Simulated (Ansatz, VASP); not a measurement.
**BaS in VASP and in Ansatz**

```
CELL_PARAMETERS angstrom
0.00000 3.25639 3.25639
3.25639 0.00000 3.25639
3.25639 3.25639 0.00000
ATOMIC_POSITIONS crystal
Ba 0.00000 0.00000 0.00000
S 0.50000 0.50000 0.50000
```

Change from the starting cell: volume scaled by 1.06, crystal datasets.

Alike in both runs: task electric field gradients; functional LDA; k mesh 7 × 7 × 7; occupations fermi-dirac, width 0.01 eV; no spin polarisation.

|  | VASP | Ansatz |
| --- | --- | --- |
| version | VASP 6.6.1 | Ansatz 0.2.0 |
| potentials or method | VASP PAW LDA potentials, release 64 (Ba_sv, S), cutoff 520 eV | all-electron PAW with datasets made for the crystal, scalar-relativistic |

```csv
,VASP,Ansatz,Ansatz less VASP
gap on the k mesh at the Fermi level (eV),2.05,2.14,+0.091
pressure (GPa),-4.0,-4.5,-0.50
```

LDA's correlation is that of Perdew and Zunger in VASP and of Perdew and Wang (1992) in Ansatz. Ansatz ran all-electron here, and VASP with PAW potentials.

Neither program's run includes spin-orbit coupling.
